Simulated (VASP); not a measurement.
# CoSi4Ru3 (P4/mmm) in VASP: notebook

The runs below take CoSi4Ru3 through single point, relaxation of cell and atoms, with PBE.

Program: VASP 6.6.1. These are calculated values, not measurements. Logs are shortened: lines on timing, memory, paths and dates and some standing lists are left out, and cuts for length are marked.

### 1 The cell of the first run

Symmetry: P4/mmm, No. 123, tetragonal system. The conventional cell has a = 5.795 Å, b = 5.795 Å, c = 2.924 Å, α = 90.00°, β = 90.00°, γ = 90.00°. Co (site symmetry 4/mmm) has 8 Si at 2.48 Å and 4 Ru at 2.90 Å and 2 Co at 2.92 Å within 3.3 Å. Within 3.3 Å of Si (site symmetry m2m) lie 2 Co at 2.48 Å and 6 Ru at 2.52 to 2.55 Å and 6 Si at 2.84 to 2.96 Å. Ru (site symmetry 4/mmm) has 8 Si at 2.55 Å and 6 Ru at 2.90 to 2.92 Å within 3.4 Å. Ru (site symmetry mmm) has 8 Si at 2.52 Å and 2 Co at 2.90 Å and 4 Ru at 2.90 to 2.92 Å within 3.3 Å.

### 2 Single point, PBE, collinear spin, ferromagnetic start

Contents of INCAR:

```
SYSTEM = CoSi4Ru3
PREC = Accurate ; ENCUT = 520
EDIFF = 1E-7 ; ISMEAR = 0
SIGMA = 0.1 ; LREAL = .False.
LASPH = .True. ; NELM = 150
ALGO = Normal ; ISIF = 2
LWAVE = .False. ; LCHARG = .True.
ISPIN = 2 ; MAGMOM = 0.52 0 0 0 0 0 0 0
LORBIT = 11 ; LMAXMIX = 4
GGA = PE ; LVHAR = .True.
NBANDS = 48 ; KPAR = 4
```

Contents of KPOINTS:

```
Automatic mesh
0
Gamma
  8 8 12
  0 0 0
```

Contents of POSCAR:

```
CoSi4Ru3
1.0
    5.7951860685      0.0000000000      0.0000000000
    0.0000000000      5.7951860685      0.0000000000
    0.0000000000      0.0000000000      2.9240508477
Co Si Ru
1 4 3
Direct
    0.5000000000      0.5000000000      0.0000000000
    0.7446370617      0.7446370617      0.5000000000
    0.7446370617      0.2553629383      0.5000000000
    0.2553629383      0.7446370617      0.5000000000
    0.2553629383      0.2553629383      0.5000000000
    0.0000000000      0.0000000000      0.0000000000
    0.0000000000      0.5000000000      0.0000000000
    0.5000000000      0.0000000000      0.0000000000
```

Potentials or basis: VASP PAW PBE potentials, release 64 (Co, Si, Ru_pv).

Started as:

```console
$ cat potpaw_PBE.64/Co/POTCAR potpaw_PBE.64/Si/POTCAR potpaw_PBE.64/Ru_pv/POTCAR > POTCAR
$ mpirun -np 4 vasp_std > vasp.out
```

OUTCAR:

```text
SYSTEM = CoSi4Ru3
   PREC = Accurate
   ENCUT = 520
   EDIFF = 1E-7
   ISMEAR = 0
   LREAL = .False.
   LASPH = .True.
   NELM = 150
   ISIF = 2
   ISPIN = 2
   LORBIT = 11
   GGA = PE

 ion  position               nearest neighbor table
   1  0.500  0.500  0.000-   2 2.48   3 2.48   4 2.48   5 2.48   2 2.48   3 2.48   4 2.48   5 2.48
                             7 2.90   8 2.90   8 2.90   7 2.90
   2  0.745  0.745  0.500-   1 2.48   1 2.48   8 2.52   7 2.52   7 2.52   8 2.52   6 2.55   6 2.55
                             4 2.84   3 2.84   4 2.96   3 2.96
   3  0.745  0.255  0.500-   1 2.48   1 2.48   8 2.52   7 2.52   7 2.52   8 2.52   6 2.55   6 2.55
                             5 2.84   2 2.84   5 2.96   2 2.96
   4  0.255  0.745  0.500-   1 2.48   1 2.48   8 2.52   7 2.52   7 2.52   8 2.52   6 2.55   6 2.55
                             5 2.84   2 2.84   5 2.96   2 2.96
   5  0.255  0.255  0.500-   1 2.48   1 2.48   8 2.52   7 2.52   7 2.52   8 2.52   6 2.55   6 2.55
                             4 2.84   3 2.84   4 2.96   3 2.96
   6  0.000  0.000  0.000-   2 2.55   3 2.55   4 2.55   5 2.55   2 2.55   3 2.55   4 2.55   5 2.55
                             7 2.90   8 2.90   7 2.90   8 2.90
   7  0.000  0.500  0.000-   2 2.52   3 2.52   4 2.52   5 2.52   2 2.52   3 2.52   4 2.52   5 2.52
                             1 2.90   6 2.90   6 2.90   1 2.90
   8  0.500  0.000  0.000-   2 2.52   3 2.52   4 2.52   5 2.52   2 2.52   3 2.52   4 2.52   5 2.52
                             1 2.90   6 2.90   1 2.90   6 2.90

  LATTYP: Found a simple tetragonal cell.
 ALAT       =     5.7951860685
 C/A-ratio  =     0.5045654813

  Lattice vectors:

 A1 = (   5.7951860685,   0.0000000000,   0.0000000000)
 A2 = (   0.0000000000,   5.7951860685,   0.0000000000)
 A3 = (   0.0000000000,   0.0000000000,   2.9240508477)

Analysis of symmetry for initial positions (statically):
=====================================================================
 Subroutine PRICEL returns:
 Original cell was already a primitive cell.

 Routine SETGRP: Setting up the symmetry group for a
 simple tetragonal supercell.

 Subroutine GETGRP returns: Found 16 space group operations
 (whereof 16 operations were pure point group operations)
 out of a pool of 16 trial point group operations.

The static configuration has the point symmetry D_4h.

Analysis of symmetry for dynamics (positions and initial velocities):
=====================================================================
 Subroutine PRICEL returns:
 Original cell was already a primitive cell.

 Routine SETGRP: Setting up the symmetry group for a
 simple tetragonal supercell.

 Subroutine GETGRP returns: Found 16 space group operations
 (whereof 16 operations were pure point group operations)
 out of a pool of 16 trial point group operations.

The dynamic configuration has the point symmetry D_4h.

Analysis of structural, dynamic, and magnetic symmetry:
=====================================================================
 Subroutine PRICEL returns:
 Original cell was already a primitive cell.

 Routine SETGRP: Setting up the symmetry group for a
 simple tetragonal supercell.

 Subroutine GETGRP returns: Found 16 space group operations
 (whereof 16 operations were pure point group operations)
 out of a pool of 16 trial point group operations.

The overall configuration has the point symmetry D_4h.

 Subroutine INISYM returns: Found 16 space group operations
 (whereof 16 operations are pure point group operations),
 and found     1 'primitive' translations

----------------------------------------------------------------------------------------

                                     Primitive cell

  volume of cell :      98.2019

  direct lattice vectors                    reciprocal lattice vectors
     5.795186068  0.000000000  0.000000000     0.172557013  0.000000000  0.000000000
     0.000000000  5.795186068  0.000000000     0.000000000  0.172557013  0.000000000
     0.000000000  0.000000000  2.924050848     0.000000000  0.000000000  0.341991317

  length of vectors
     5.795186068  5.795186068  2.924050848     0.172557013  0.172557013  0.341991317

  position of ions in fractional coordinates (direct lattice)
     0.500000000  0.500000000  0.000000000
     0.744637062  0.744637062  0.500000000
     0.744637062  0.255362938  0.500000000
     0.255362938  0.744637062  0.500000000
     0.255362938  0.255362938  0.500000000
     0.000000000  0.000000000  0.000000000
     0.000000000  0.500000000  0.000000000
     0.500000000  0.000000000  0.000000000

  ion indices of the primitive-cell ions
   primitive index   ion index
                 1           1
                 2           2
                 3           3
                 4           4
                 5           5
                 6           6
                 7           7
                 8           8

[... 83 lines left out ...]
   AEXX    =    0.0000 exact exchange contribution
   IVDW    =     0    specifies the selected vdW correction
   LEPSILON=     F    determine dielectric tensor
   LRPA    =     F    only Hartree local field effects (RPA)
 spin polarized calculation
 Gauss-broadening in eV      SIGMA  =   0.10
  energy-cutoff  :      520.00
  volume of cell :       98.20
 maximum number of plane-waves:      2676
 NGX is ok and might be reduce to    48
   NGX = 21   NGY = 21   NGZ = 11

 number of electron      67.0000013 magnetization      -0.0000069

 number of electron      67.0000013 magnetization       0.0000335

 Free energy of the ion-electron system (eV)
  ---------------------------------------------------
  ext. energy  EPLUGINS =         0.00000000
  ---------------------------------------------------
  free energy    TOTEN  =       -60.70351258 eV

  energy without entropy =      -60.68194028  energy(sigma->0) =      -60.69272643

 E-fermi :  12.9888     XC(G=0): -13.0524

 val. band max:       12.9802633432   @ k =   0.1250   0.1250   0.1667
 cond. band min:      12.9919981230   @ k =   0.5000   0.0000   0.3333
 fundamental gap:      0.0117347798
 Fermi energy:        12.9887919690

 spin component 1

 k-point     1 :       0.0000    0.0000    0.0000
  band No.  band energies     occupation
      1     -30.1967      1.00000
      2     -30.1967      1.00000
      3     -30.1309      1.00000
      4     -30.1309      1.00000
      5     -30.0053      1.00000
      6     -30.0032      1.00000
[... 37 lines left out ...]
     44      19.0701      0.00000
     45      20.9293      0.00000
[... 1063 lines left out ...]
      5     -30.0221      1.00000
      6     -30.0214      1.00000
[... 37 lines left out ...]
     44      18.7390      0.00000
     45      19.1351      0.00000

 [... further k-points ...]

 spin component 2

 k-point     1 :       0.0000    0.0000    0.0000
  band No.  band energies     occupation
      1     -30.1967      1.00000
      2     -30.1967      1.00000
      3     -30.1309      1.00000
      4     -30.1309      1.00000
      5     -30.0053      1.00000
      6     -30.0032      1.00000
[... 37 lines left out ...]
     44      19.0701      0.00000
     45      20.9293      0.00000
[... 1063 lines left out ...]
      5     -30.0221      1.00000
      6     -30.0214      1.00000
[... 37 lines left out ...]
     44      18.7390      0.00000
     45      19.1351      0.00000

 [... further k-points ...]

 [bands above 45 left out]

------------------------ aborting loop because EDIFF is reached ----------------------------------------

  FORCE on cell =-STRESS in cart. coord.  units (eV):
  Direction    XX          YY          ZZ          XY          YZ          ZX
  --------------------------------------------------------------------------------------
  -------------------------------------------------------------------------------------
  Total       -0.1365485     -0.1365485     -0.2890342      0.0000000      0.0000000      0.0000000
  in kB       -2.2278083     -2.2278083     -4.7156347      0.0000000      0.0000000      0.0000000
  external PRESSURE =      -3.0570838 kB  Pullay stress =       0.0000000 kB

 VOLUME and BASIS-vectors are now :
 -----------------------------------------------------------------------------
  energy-cutoff  :      520.00
  volume of cell :       98.20
      direct lattice vectors                 reciprocal lattice vectors
     5.795186068  0.000000000  0.000000000     0.172557013  0.000000000  0.000000000
     0.000000000  5.795186068  0.000000000     0.000000000  0.172557013  0.000000000
     0.000000000  0.000000000  2.924050848     0.000000000  0.000000000  0.341991317

 POSITION                                       TOTAL-FORCE (eV/Angst)
 -----------------------------------------------------------------------------------
      2.89759      2.89759      0.00000        -0.000000      0.000000      0.000000
      4.31531      4.31531      1.46203        -0.043890     -0.043890      0.000000
      4.31531      1.47988      1.46203        -0.043890      0.043890     -0.000000
      1.47988      4.31531      1.46203         0.043890     -0.043890      0.000000
      1.47988      1.47988      1.46203         0.043890      0.043890     -0.000000
      0.00000      0.00000      0.00000        -0.000000      0.000000      0.000000
      0.00000      2.89759      0.00000        -0.000000      0.000000      0.000000
      2.89759      0.00000      0.00000        -0.000000      0.000000      0.000000
 -----------------------------------------------------------------------------------
    total drift:                                0.000000      0.000000      0.000000

  FREE ENERGIE OF THE ION-ELECTRON SYSTEM (eV)
  ---------------------------------------------------
  free  energy   TOTEN  =       -60.7035125769 eV

  energy  without entropy=      -60.6819402844  energy(sigma->0) =      -60.69272643

 total charge

# of ion       s       p       d       tot
------------------------------------------
    1        0.398   0.514   7.523   8.435
    2        0.728   0.831   0.000   1.560
    3        0.728   0.831   0.000   1.560
    4        0.728   0.831   0.000   1.560
    5        0.728   0.831   0.000   1.560
    6        0.324   6.299   6.222  12.844
    7        0.339   6.308   6.249  12.895
    8        0.339   6.308   6.249  12.895
--------------------------------------------------
tot          4.313  22.753  26.242  53.308

 magnetization (x)

# of ion       s       p       d       tot
------------------------------------------
    1        0.000   0.000   0.000   0.000
    2        0.000   0.000   0.000   0.000
    3        0.000   0.000   0.000   0.000
    4        0.000   0.000   0.000   0.000
    5        0.000   0.000   0.000   0.000
    6        0.000  -0.000   0.000   0.000
    7        0.000  -0.000   0.000   0.000
    8        0.000  -0.000   0.000   0.000
--------------------------------------------------
tot          0.000   0.000   0.000   0.000
```

It took 6.7 min on 4 MPI ranks of Intel Xeon Platinum 8259CL at 2.50GHz (Skylake/Cascade Lake), shared host; peak memory 0.78 GiB.

What came out:

```
Free energy                                           : -60.7035 eV
Pressure                                              : -0.3 GPa
Largest force                                         : 0.062 eV/Å
Net moment                                            : 0.00 μB per cell
Valence electrons inside the program's atomic spheres : Co 8.44; Si 1.56; Ru 12.84, 12.89 (each value once)
```

Forces on the atoms (eV/Å):
```
Co   0.000  0.000  0.000
Si  -0.044 -0.044  0.000
Si  -0.044  0.044  0.000
Si   0.044 -0.044  0.000
Si   0.044  0.044  0.000
Ru   0.000  0.000  0.000
Ru   0.000  0.000  0.000
Ru   0.000  0.000  0.000
```

Levels at points of the mesh, in eV from the Fermi level:
Spin up:
```tsv
k point	band 30	band 31	band 32	band 33	band 34	band 35	band 36	band 37
(0.00, 0.00, 0.00)	-1.17	-1.03	-0.68	-0.68	-0.18	0.71	1.01	2.38
(0.50, 0.00, 0.00)	-1.67	-1.67	-1.13	-0.72	-0.18	0.33	0.79	1.02
(0.50, 0.50, 0.00)	-1.94	-1.86	-1.66	-1.66	0.10	1.27	1.27	1.37
(0.00, 0.00, 0.50)	-2.11	-0.76	-0.54	-0.06	0.69	0.73	0.92	2.39
(0.50, 0.00, 0.50)	-0.52	-0.34	-0.32	-0.32	-0.09	0.07	0.13	0.44
(0.50, 0.50, 0.50)	-1.81	-1.16	-1.16	-0.82	-0.32	1.16	1.16	1.17
```
Spin down:
```
           k point  band 30  band 31  band 32  band 33  band 34  band 35  band 36  band 37
(0.00, 0.00, 0.00)    -1.17    -1.03    -0.68    -0.68    -0.18     0.71     1.01     2.38
(0.50, 0.00, 0.00)    -1.67    -1.67    -1.13    -0.72    -0.18     0.33     0.79     1.02
(0.50, 0.50, 0.00)    -1.94    -1.86    -1.66    -1.66     0.10     1.27     1.27     1.37
(0.00, 0.00, 0.50)    -2.11    -0.76    -0.54    -0.06     0.69     0.73     0.92     2.39
(0.50, 0.00, 0.50)    -0.52    -0.34    -0.32    -0.32    -0.09     0.07     0.13     0.44
(0.50, 0.50, 0.50)    -1.81    -1.16    -1.16    -0.82    -0.32     1.16     1.16     1.17
```

Caveat: the moments typed at the start vanished in this run.

### 3 Relaxation of cell and atoms, PBE, collinear spin, ferromagnetic start

Contents of INCAR:

```
PREC     = Accurate       # precision mode
ENCUT    = 600            # plane-wave cutoff, eV
EDIFF    = 1E-7           # SCF threshold, eV
ISMEAR   = 0              # smearing method
SIGMA    = 0.1            # smearing width, eV
LREAL    = F              # projectors in reciprocal space
LASPH    = T              # aspherical terms in the spheres
NELM     = 150            # most SCF steps
ALGO     = Normal         # electronic algorithm
ISIF     = 3              # what is computed and relaxed
LWAVE    = F              # write WAVECAR
LCHARG   = F              # write CHGCAR
ISPIN    = 2              # spin polarisation
MAGMOM   = 0.52 0 0 0 0 0 0 0 # initial moments
LORBIT   = 11             # projections on sites
LMAXMIX  = 4              # l up to which the mixer works
GGA      = PE             # functional
IBRION   = 2              # ionic algorithm
NSW      = 100            # ionic steps
EDIFFG   = -0.01          # ionic threshold
KPAR     = 4
```

Contents of KPOINTS:

```
Automatic mesh
0
Gamma
  8 8 12
```

Contents of POSCAR:

```
CoSi4Ru3
1.0
    5.7886674350      0.0000000000      0.0000000000
    0.0000000000      5.7886674350      0.0000000000
    0.0000000000      0.0000000000      2.9318978769
Co Si Ru
1 4 3
Direct
    0.5000000000      0.5000000000      0.0000000000
    0.7439850947      0.7439850947      0.5000000000
    0.7439850947      0.2560149053      0.5000000000
    0.2560149053      0.7439850947      0.5000000000
    0.2560149053      0.2560149053      0.5000000000
    0.0000000000      0.0000000000      0.0000000000
    0.0000000000      0.5000000000      0.0000000000
    0.5000000000      0.0000000000      0.0000000000
```

Potentials or basis: VASP PAW PBE potentials, release 64 (Co, Si, Ru_pv).

Started as:

```console
$ cat potpaw_PBE.64/Co/POTCAR potpaw_PBE.64/Si/POTCAR potpaw_PBE.64/Ru_pv/POTCAR > POTCAR
$ mpirun -np 4 vasp_std > vasp.out
```

Run time: 14 min. Hardware: 4 MPI ranks of Intel Xeon Platinum 8259CL at 2.50GHz (Skylake/Cascade Lake), shared host; peak memory 0.82 GiB.

The run converged. Its results:

- Free energy: -60.7044 eV
- Relaxed volume: 12.26 Å³/atom
- Relaxed cell: a = 5.794 Å, b = 5.794 Å, c = 2.920 Å, α = 90.00°, β = 90.00°, γ = 90.00°
- Space group after relaxing (to 0.1 Å): P4/mmm (No. 123)
- Energy gained by relaxing: 0.2 meV/atom
- Ionic steps: 4
- Pressure after relaxing: 0.0 GPa
- Net moment: 0.00 μB per cell
- Valence electrons inside the program's atomic spheres: Co 8.45; Si 1.56; Ru 12.84, 12.90 (each value once)

Forces in eV/Å, atoms in the order of the input:
```
Co   0.000  0.000  0.000
Si   0.002  0.002  0.000
Si   0.002 -0.002  0.000
Si  -0.002  0.002  0.000
Si  -0.002 -0.002  0.000
Ru   0.000  0.000  0.000
Ru   0.000  0.000  0.000
Ru   0.000  0.000  0.000
```

The path:
```
step  energy change (eV)  largest force (eV/Å)  pressure (GPa)  volume (Å³)
   1              0.0000                0.0256           -0.53        98.24
   2             -0.0003                0.0060            0.94        97.66
   3             -0.0010                0.0084            0.26        97.93
   4             -0.0014                0.0028           -0.01        98.04
```

Final structure:
```yaml
crystal:
  lattice:
    - [5.79440, 0.00000, 0.00000]
    - [0.00000, 5.79440, 0.00000]
    - [0.00000, 0.00000, 2.92015]
  atoms:
    - { symbol: Co, position: [0.50000, 0.50000, 0.00000] }
    - { symbol: Si, position: [0.74415, 0.74415, 0.50000] }
    - { symbol: Si, position: [0.74415, 0.25585, 0.50000] }
    - { symbol: Si, position: [0.25585, 0.74415, 0.50000] }
    - { symbol: Si, position: [0.25585, 0.25585, 0.50000] }
    - { symbol: Ru, position: [0.00000, 0.00000, 0.00000] }
    - { symbol: Ru, position: [0.00000, 0.50000, 0.00000] }
    - { symbol: Ru, position: [0.50000, 0.00000, 0.00000] }
```

Levels at points of the mesh, in eV from the Fermi level:
Spin up:
```csv
k point,band 29,band 30,band 31,band 32,band 33,band 34,band 35,band 36,band 37,band 38
"(0.00, 0.00, 0.00)",-1.17,-1.17,-1.03,-0.65,-0.65,-0.19,0.70,1.02,2.41,2.65
"(0.50, 0.00, 0.00)",-2.08,-1.68,-1.64,-1.14,-0.70,-0.18,0.33,0.80,1.03,3.48
"(0.50, 0.50, 0.00)",-2.09,-1.94,-1.85,-1.65,-1.65,0.09,1.27,1.27,1.39,1.87
"(0.00, 0.00, 0.50)",-2.27,-2.11,-0.76,-0.55,-0.06,0.71,0.75,0.95,2.40,2.40
"(0.50, 0.00, 0.50)",-1.61,-0.53,-0.36,-0.33,-0.31,-0.07,0.08,0.14,0.45,0.71
"(0.50, 0.50, 0.50)",-1.99,-1.84,-1.16,-1.16,-0.79,-0.32,1.18,1.18,1.21,1.82
```
Spin down:
| k point | band 29 | band 30 | band 31 | band 32 | band 33 | band 34 | band 35 | band 36 | band 37 | band 38 |
| --- | --- | --- | --- | --- | --- | --- | --- | --- | --- | --- |
| (0.00, 0.00, 0.00) | -1.17 | -1.17 | -1.03 | -0.65 | -0.65 | -0.19 | 0.70 | 1.02 | 2.41 | 2.65 |
| (0.50, 0.00, 0.00) | -2.08 | -1.68 | -1.64 | -1.14 | -0.70 | -0.18 | 0.33 | 0.80 | 1.03 | 3.48 |
| (0.50, 0.50, 0.00) | -2.09 | -1.94 | -1.85 | -1.65 | -1.65 | 0.09 | 1.27 | 1.27 | 1.39 | 1.87 |
| (0.00, 0.00, 0.50) | -2.27 | -2.11 | -0.76 | -0.55 | -0.06 | 0.71 | 0.75 | 0.95 | 2.40 | 2.40 |
| (0.50, 0.00, 0.50) | -1.61 | -0.53 | -0.36 | -0.33 | -0.31 | -0.07 | 0.08 | 0.14 | 0.45 | 0.71 |
| (0.50, 0.50, 0.50) | -1.99 | -1.84 | -1.16 | -1.16 | -0.79 | -0.32 | 1.18 | 1.18 | 1.21 | 1.82 |

Caveat: the moments typed at the start vanished in this run.
